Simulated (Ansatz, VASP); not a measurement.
# Two plane-wave programs on Rh

```xyz
2
Lattice="2.7585 0.0000 0.0000 -1.3793 2.3890 0.0000 0.0000 0.0000 4.4136" Properties=species:S:1:pos:R:3 pbc="T T T"
Rh    0.0000    1.5926    1.1034
Rh    1.3793    0.7963    3.3102
```

Alike in both runs: task single point; functional PBE; k mesh 3 × 3 × 2; occupations fermi-dirac, width 0.05 eV; collinear spin; Hubbard terms Rh d U = 4.0 eV.

|  | VASP | Ansatz |
| --- | --- | --- |
| version | VASP 6.6.1 | Ansatz 0.2 development build |
| potentials or method | VASP PAW PBE potentials, release 64 (Rh_pv) | PAW hard, scalar-relativistic |
| plane-wave cutoff (eV) | 500 | 540 |

Ansatz gave:

```
net moment per atom (μB)                                      : 1.50
size of the moment on the site where the two differ most (μB) : 1.52
```

Q: Estimate VASP's values.

A: net moment per atom (μB): 0.00; size of the moment on the site where the two differ most (μB): 1.02.

The net moments are unlike, so the other rows may belong to different states. Site moments also hang on the region over which each program counts them. The programs project onto different local orbitals, so the same U acts differently, and such runs can settle in different states. Ansatz's warnings: filled band counts differ across k points, seeded moment not kept, stability check not made.

The k mesh is coarse, so the values compare programs but aren't converged.
